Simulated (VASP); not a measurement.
# LaBi (CsCl type) (Pm-3m) in VASP: further runs

LaBi (CsCl type) is run at these levels: LDA; tasks: relaxation of cell and atoms.

Program: VASP 6.6.1. These are calculated values, not measurements. Logs are shortened: lines on timing, memory, paths and dates and some standing lists are left out, and cuts for length are marked.

### 1 The cell of the first run

Symmetry: Pm-3m, No. 221, cubic system. The conventional cell has a = 3.422 Å, b = 3.422 Å, c = 3.422 Å, α = 90.00°, β = 90.00°, γ = 90.00°. La (site symmetry m-3m) has 8 Bi at 2.96 Å and 6 La at 3.42 Å within 3.9 Å. Bi (site symmetry m-3m) has 8 La at 2.96 Å and 6 Bi at 3.42 Å within 3.9 Å.

### 2 Relaxation of cell and atoms, LDA, target pressure 61 GPa, at which the enthalpy is minimised

INCAR

```
SYSTEM = LaBi
ALGO     = Normal         ! electronic algorithm
EDIFF    = 1E-6           ! SCF threshold, eV
EDIFFG   = -0.005         ! ionic threshold
ENCUT    = 600            ! plane-wave cutoff, eV
GGA      = CA             ! functional
IBRION   = 2              ! ionic algorithm
ISIF     = 3              ! what is computed and relaxed
ISMEAR   = -1             ! smearing method
LASPH    = .True.         ! aspherical terms in the spheres
LCHARG   = .False.        ! write CHGCAR
LREAL    = .False.        ! projectors in reciprocal space
LWAVE    = .False.        ! write WAVECAR
NELM     = 80             ! most SCF steps
NSW      = 32             ! ionic steps
PREC     = Accurate       ! precision mode
PSTRESS  = 610.0        
SIGMA    = 0.05           ! smearing width, eV
```

KPOINTS

```
k-points
0
Gamma
  12 12 12
  0 0 0
```

POSCAR

```
LaBi
1.0
    3.4215281040      0.0000000000      0.0000000000
    0.0000000000      3.4215281040      0.0000000000
    0.0000000000      0.0000000000      3.4215281040
La Bi
1 1
Direct
    0.0000000000      0.0000000000      0.0000000000
    0.5000000000      0.5000000000      0.5000000000
```

Potentials or basis: VASP PAW LDA potentials, release 64 (La, Bi_d).

Started as:

```
$ cat potpaw_LDA.64/La/POTCAR potpaw_LDA.64/Bi_d/POTCAR > POTCAR
$ mpirun -np 1 vasp_std > vasp.out
```

OUTCAR:

```text
SYSTEM = LaBi
   EDIFF = 1E-6
   EDIFFG = -0.005
   ENCUT = 600
   GGA = CA
   IBRION = 2
   ISIF = 3
   ISMEAR = -1
   LASPH = .True.
   LREAL = .False.
   NELM = 80
   NSW = 32
   PREC = Accurate
   PSTRESS = 610.0

 ion  position               nearest neighbor table
   1  0.000  0.000  0.000-   2 2.96   2 2.96   2 2.96   2 2.96   2 2.96   2 2.96   2 2.96   2 2.96

   2  0.500  0.500  0.500-   1 2.96   1 2.96   1 2.96   1 2.96   1 2.96   1 2.96   1 2.96   1 2.96

  LATTYP: Found a simple cubic cell.
 ALAT       =     3.4215281040

  Lattice vectors:

 A1 = (   3.4215281040,   0.0000000000,   0.0000000000)
 A2 = (   0.0000000000,   3.4215281040,   0.0000000000)
 A3 = (   0.0000000000,   0.0000000000,   3.4215281040)

Analysis of symmetry for initial positions (statically):
=====================================================================
 Subroutine PRICEL returns:
 Original cell was already a primitive cell.

 Routine SETGRP: Setting up the symmetry group for a
 simple cubic supercell.

 Subroutine GETGRP returns: Found 48 space group operations
 (whereof 48 operations were pure point group operations)
 out of a pool of 48 trial point group operations.

The static configuration has the point symmetry O_h .

Analysis of symmetry for dynamics (positions and initial velocities):
=====================================================================
 Subroutine PRICEL returns:
 Original cell was already a primitive cell.

 Routine SETGRP: Setting up the symmetry group for a
 simple cubic supercell.

 Subroutine GETGRP returns: Found 48 space group operations
 (whereof 48 operations were pure point group operations)
 out of a pool of 48 trial point group operations.

The dynamic configuration has the point symmetry O_h .

 Subroutine INISYM returns: Found 48 space group operations
 (whereof 48 operations are pure point group operations),
 and found     1 'primitive' translations

----------------------------------------------------------------------------------------

                                     Primitive cell

  volume of cell :      40.0553

  direct lattice vectors                    reciprocal lattice vectors
     3.421528104  0.000000000  0.000000000     0.292267072  0.000000000  0.000000000
     0.000000000  3.421528104  0.000000000     0.000000000  0.292267072  0.000000000
     0.000000000  0.000000000  3.421528104     0.000000000  0.000000000  0.292267072

  length of vectors
     3.421528104  3.421528104  3.421528104     0.292267072  0.292267072  0.292267072

  position of ions in fractional coordinates (direct lattice)
     0.000000000  0.000000000  0.000000000
     0.500000000  0.500000000  0.500000000

  ion indices of the primitive-cell ions
   primitive index   ion index
                 1           1
                 2           2

----------------------------------------------------------------------------------------

 KPOINTS: k-points

Automatic generation of k-mesh.
 Grid dimensions read from file:
 generate k-points for:   12   12   12

 Generating k-lattice:

  Cartesian coordinates                     Fractional coordinates (reciprocal lattice)
     0.024355589  0.000000000  0.000000000     0.083333333  0.000000000  0.000000000
     0.000000000  0.024355589  0.000000000     0.000000000  0.083333333  0.000000000
     0.000000000  0.000000000  0.024355589     0.000000000  0.000000000  0.083333333

  Length of vectors
     0.024355589  0.024355589  0.024355589

  Shift w.r.t. Gamma in fractional coordinates (k-lattice)
     0.000000000  0.000000000  0.000000000

 Subroutine IBZKPT returns following result:
 ===========================================

 Found     84 irreducible k-points:

 Following reciprocal coordinates:
            Coordinates               Weight
  0.000000  0.000000  0.000000      1.000000
  0.083333  0.000000  0.000000      6.000000
  0.166667  0.000000  0.000000      6.000000
  0.250000  0.000000  0.000000      6.000000
  0.333333  0.000000  0.000000      6.000000
  0.416667  0.000000  0.000000      6.000000
[... 16 lines left out ...]
  0.333333  0.333333  0.000000     12.000000
  0.416667  0.333333  0.000000     24.000000
 [... further k-points ...]
   k-points           NKPTS =     84   k-points in BZ     NKDIM =     84   number of bands    NBANDS=     17
   number of dos      NEDOS =    301   number of ions     NIONS =      2
   total plane-waves  NPLWV =  21952
   dimension x,y,z NGX =    28 NGY =   28 NGZ =   28
   dimension x,y,z NGXF=    56 NGYF=   56 NGZF=   56
   ions per type =               1   1
   NGX,Y,Z   is equivalent  to a cutoff of  13.60, 13.60, 13.60 a.u.
   NGXF,Y,Z  is equivalent  to a cutoff of  27.21, 27.21, 27.21 a.u.
 SYSTEM =  LaBi
   PREC   = accura    normal or accurate (medium, high low for compatibility)
   ISTART =      0    job   : 0-new  1-cont  2-samecut
   ICHARG =      2    charge: 1-file 2-atom 10-const
   ISPIN  =      1    spin polarized calculation?
   LNONCOLLINEAR =      F non collinear calculations
   LSORBIT =      F    spin-orbit coupling
   LASPH  =      T    aspherical Exc in radial PAW
   ENCUT  =  600.0 eV  44.10 Ry    6.64 a.u.   6.83  6.83  6.83*2*pi/ulx,y,z
   NELM   =     80;   NELMIN=  2; NELMDL= -5     # of ELM steps
   EDIFF  = 0.1E-05   stopping-criterion for ELM
   LREAL  =      F    real-space projection
   EDIFFG = -.5E-02   stopping-criterion for IOM
   NSW    =     32    number of steps for IOM
   IBRION =      2    ionic relax: 0-MD 1-quasi-New 2-CG
   NFREE  =      1    steps in history (QN), initial steepest desc. (CG)
   ISIF   =      3    stress and relaxation
   ISYM   =      2    0-nonsym 1-usesym 2-fastsym
   POTIM  = 0.5000    time-step for ionic-motion
   TEBEG  =    0.0;   TEEND  =   0.0 temperature during run
   PSTRESS=  610.0 pullay stress
   NELECT =      26.0000    total number of electrons
   NUPDOWN=      -1.0000    fix difference up-down
   EMIN   =  10.00;   EMAX   =-10.00  energy-range for DOS
   EFERMI =   0.00;   METHOD = LEGACY
   ISMEAR =    -1;   SIGMA  =   0.05  broadening in eV -4-tet -1-fermi 0-gaus
   EFERMI_NEDOS =   21; number of points for ismear=-14 and -15
   IALGO  =     38    algorithm
   IMIX   =      4    mixing-type and parameters
     AMIX     =   0.40;   BMIX     =  1.00
     AMIX_MAG =   1.60;   BMIX_MAG =  1.00
  volume/ion in A,a.u.               =      20.03       135.15
  Fermi-wavevector in a.u.,A,eV,Ry     =   1.417466  2.678621 27.336941  2.009208
  Thomas-Fermi vector in A             =   2.538693
   LORBIT       =      0    0 simple, 1 ext, 2 COOP (PROOUT), +10 PAW based schemes
   GGA     = CA    functional components
   LHFCALC =     F    Hartree Fock is set to
   AEXX    =    0.0000 exact exchange contribution
   IVDW    =     0    specifies the selected vdW correction
   LEPSILON=     F    determine dielectric tensor
   LRPA    =     F    only Hartree local field effects (RPA)
 conjugate gradient relaxation of ions
 non-spin polarized calculation
  energy-cutoff  :      600.00
  volume of cell :       40.06
 maximum number of plane-waves:      1357
 NGX is ok and might be reduce to    28
   NGX = 13   NGY = 13   NGZ = 13

--------------------------------------- Ionic step        1  -------------------------------------------

 number of electron      25.9999995 magnetization

 Free energy of the ion-electron system (eV)
  ---------------------------------------------------
  ext. energy  EPLUGINS =         0.00000000
  ---------------------------------------------------
  free energy    TOTEN  =        -9.06279241 eV

  energy without entropy =       -9.04630467  energy(sigma->0) =       -9.05454854

------------------------ aborting loop because EDIFF is reached ----------------------------------------

  FORCE on cell =-STRESS in cart. coord.  units (eV):
  Direction    XX          YY          ZZ          XY          YZ          ZX
  --------------------------------------------------------------------------------------
  -------------------------------------------------------------------------------------
  Total       15.3278949     15.3278949     15.3278949      0.0000000     -0.0000000      0.0000000
  in kB      613.1020393    613.1020393    613.1020393      0.0000000     -0.0000000      0.0000000
  external PRESSURE =       3.1020393 kB  Pullay stress =     610.0000000 kB

 VOLUME and BASIS-vectors are now :
 -----------------------------------------------------------------------------
  energy-cutoff  :      600.00
  volume of cell :       40.06
      direct lattice vectors                 reciprocal lattice vectors
     3.421528104  0.000000000  0.000000000     0.292267072  0.000000000  0.000000000
     0.000000000  3.421528104  0.000000000     0.000000000  0.292267072  0.000000000
     0.000000000  0.000000000  3.421528104     0.000000000  0.000000000  0.292267072
[... 46 lines left out ...]
  FREE ENERGIE OF THE ION-ELECTRON SYSTEM (eV)
  ---------------------------------------------------
  free  energy   TOTEN  =        -9.1478782348 eV

  energy  without entropy=       -9.1312432560  energy(sigma->0) =       -9.13956075

  enthalpy is  TOTEN    =         6.1882093963 eV   P V=       15.3360876312

--------------------------------------- Ionic step        3  -------------------------------------------

 number of electron      25.9999995 magnetization

 Free energy of the ion-electron system (eV)
  ---------------------------------------------------
  ext. energy  EPLUGINS =         0.00000000
  ---------------------------------------------------
  free energy    TOTEN  =        -9.07988906 eV

  energy without entropy =       -9.06337201  energy(sigma->0) =       -9.07163054

 E-fermi :  14.5500     XC(G=0): -12.6630

 val. band max:       14.5231419007   @ k =   0.0833   0.0833   0.0833
 cond. band min:      14.5825075774   @ k =   0.4167   0.2500   0.0833
 fundamental gap:      0.0593656768
 Fermi energy:        14.5500298238

 k-point     1 :       0.0000    0.0000    0.0000
  band No.  band energies     occupation
      1     -17.4638      2.00000
      2      -8.1704      2.00000
      3      -8.1704      2.00000
      4      -8.0202      2.00000
      5      -8.0202      2.00000
      6      -8.0202      2.00000
[... 9 lines left out ...]
     16      17.2991      0.00000
     17      17.2991      0.00000
[... 441 lines left out ...]
 k-point    24 :       0.4167    0.3333    0.0000
  band No.  band energies     occupation
      1     -17.0663      2.00000
      2      -8.1029      2.00000
      3      -8.0927      2.00000
      4      -8.0738      2.00000
      5      -8.0718      2.00000
      6      -7.8912      2.00000
[... 9 lines left out ...]
     16      17.2867      0.00000
     17      17.2984      0.00000

 [... further k-points ...]
[... 5 lines left out ...]
  --------------------------------------------------------------------------------------
  -------------------------------------------------------------------------------------
  Total       15.2669730     15.2669730     15.2669730     -0.0000000      0.0000000      0.0000000
  in kB      609.9829498    609.9829498    609.9829498     -0.0000000      0.0000000      0.0000000
  external PRESSURE =      -0.0170502 kB  Pullay stress =     610.0000000 kB

 VOLUME and BASIS-vectors are now :
 -----------------------------------------------------------------------------
  energy-cutoff  :      600.00
  volume of cell :       40.10
      direct lattice vectors                 reciprocal lattice vectors
     3.422803292 -0.000000000  0.000000000     0.292158186 -0.000000000 -0.000000000
     0.000000000  3.422803292  0.000000000     0.000000000  0.292158186  0.000000000
     0.000000000 -0.000000000  3.422803292    -0.000000000 -0.000000000  0.292158186

 POSITION                                       TOTAL-FORCE (eV/Angst)
 -----------------------------------------------------------------------------------
      0.00000      0.00000      0.00000        -0.000000      0.000000      0.000000
      1.71140      1.71140      1.71140         0.000000     -0.000000      0.000000
 -----------------------------------------------------------------------------------
    total drift:                                0.000000      0.000000      0.000000

  FREE ENERGIE OF THE ION-ELECTRON SYSTEM (eV)
  ---------------------------------------------------
  free  energy   TOTEN  =        -9.0798890583 eV

  energy  without entropy=       -9.0633720126  energy(sigma->0) =       -9.07163054

  enthalpy is  TOTEN    =         6.1875106460 eV   P V=       15.2673997043

 reached required accuracy - stopping structural energy minimisation
```

It took 2.9 min on 1 thread of Intel Xeon 8259CL, shared host; peak memory 0.22 GiB.

Results:

* Free energy: -9.0799 eV
* Relaxed volume: 20.05 Å³/atom
* Relaxed cell: a = 3.423 Å, b = 3.423 Å, c = 3.423 Å, α = 90.00°, β = 90.00°, γ = 90.00°
* Space group after relaxing (to 0.1 Å): Pm-3m (No. 221)
* Energy change on relaxing (the run minimises the enthalpy): -8.5 meV/atom
* Ionic steps: 3
* Pressure after relaxing: 61.0 GPa
* Band gap on the k mesh: zero (bands 13 and 14 overlap by 2.33 eV)

The path:
| step | energy change (eV) | largest force (eV/Å) | pressure (GPa) | volume (Å³) |
| --- | --- | --- | --- | --- |
| 1 | 0.0000 | 0.0000 | 61.31 | 40.06 |
| 2 | -0.0851 | 0.0000 | 59.76 | 40.28 |
| 3 | -0.0171 | 0.0000 | 61.00 | 40.10 |

Final structure:
```yaml
crystal:
  lattice:
    - [3.42280, 0.00000, 0.00000]
    - [0.00000, 3.42280, 0.00000]
    - [0.00000, 0.00000, 3.42280]
  atoms:
    - { symbol: La, position: [0.00000, 0.00000, 0.00000] }
    - { symbol: Bi, position: [0.50000, 0.50000, 0.50000] }
```

Caveat: the cell is relaxed towards a set pressure, so the run minimises the enthalpy, not the energy; spin-orbit coupling is left out, which moves the levels of the heavy elements.

### 3 Relaxation of cell and atoms, LDA, target pressure 61 GPa, at which the enthalpy is minimised

This run uses another cell than the first one, of 21.62 Å³/atom.

INCAR

```
  PREC = Accurate
  ENCUT = 600
  EDIFF = 1E-7
  ISMEAR = -1
  SIGMA = 0.05
  LREAL = F
  LASPH = T
  NELM = 80
  ALGO = Normal
  ISIF = 3
  LWAVE = F
  LCHARG = F
  GGA = CA
  IBRION = 2
  NSW = 60
  EDIFFG = -0.005
  PSTRESS = 610.0
```

KPOINTS

```
regular mesh
0
Gamma
  12 12 12
```

POSCAR

```
LaBi
1.0
    3.5098584862      0.0000000000      0.0000000000
    0.0000000000      3.5098584862      0.0000000000
    0.0000000000      0.0000000000      3.5098584862
La Bi
1 1
Direct
    0.0000000000      0.0000000000      0.0000000000
    0.5000000000      0.5000000000      0.5000000000
```

Potentials or basis: VASP PAW LDA potentials, release 64 (La, Bi_d).

Started as:

```
$ cat potpaw_LDA.64/La/POTCAR potpaw_LDA.64/Bi_d/POTCAR > POTCAR
$ mpirun -np 1 vasp_std > vasp.out
```

It took 7.4 min on 1 thread of Intel Xeon 8259CL, shared host; peak memory 0.24 GiB.

It converged, with:

```
Free energy                                                : -9.0813 eV
Relaxed volume                                             : 20.05 Å³/atom
Relaxed cell                                               : a = 3.423 Å, b = 3.423 Å, c = 3.423 Å, α = 90.00°, β = 90.00°, γ = 90.00°
Space group after relaxing (to 0.1 Å)                      : Pm-3m (No. 221)
Energy change on relaxing (the run minimises the enthalpy) : +503.6 meV/atom
Ionic steps                                                : 5
Pressure after relaxing                                    : 61.0 GPa
Band gap on the k mesh                                     : zero (bands 13 and 14 overlap by 2.33 eV)
```

The path:
```
step  energy change (eV)  largest force (eV/Å)  pressure (GPa)  volume (Å³)
   1              0.0000                0.0000           42.95        43.24
   2              8.4171                0.0000          193.42        29.72
   3              0.8557                0.0000           58.29        40.51
   4              0.9753                0.0000           60.43        40.19
   5              1.0071                0.0000           60.99        40.10
```

Final structure:
```
La Bi
1.0
     3.42288    0.00000    0.00000
     0.00000    3.42288    0.00000
     0.00000    0.00000    3.42288
La Bi
1 1
Direct
  0.00000 0.00000 0.00000
  0.50000 0.50000 0.50000
```

Levels at points of the mesh, in eV from the Fermi level:
```csv
k point,band 9,band 10,band 11,band 12,band 13,band 14,band 15,band 16,band 17
"(0.00, 0.00, 0.00)",-15.34,-12.84,-1.57,-1.57,1.26,1.26,1.26,2.75,2.75
"(0.50, 0.00, 0.00)",-14.82,-9.17,-5.43,-1.22,-1.22,-1.03,1.92,2.83,3.06
"(0.50, 0.50, 0.00)",-14.82,-11.64,-1.77,-1.77,-0.11,1.11,2.66,2.66,2.90
"(0.50, 0.50, 0.50)",-16.09,-9.60,-5.80,-5.80,-5.80,3.09,3.09,3.09,3.54
```

Caveat: the cell is relaxed towards a set pressure, so the run minimises the enthalpy, not the energy; spin-orbit coupling is left out, which moves the levels of the heavy elements.
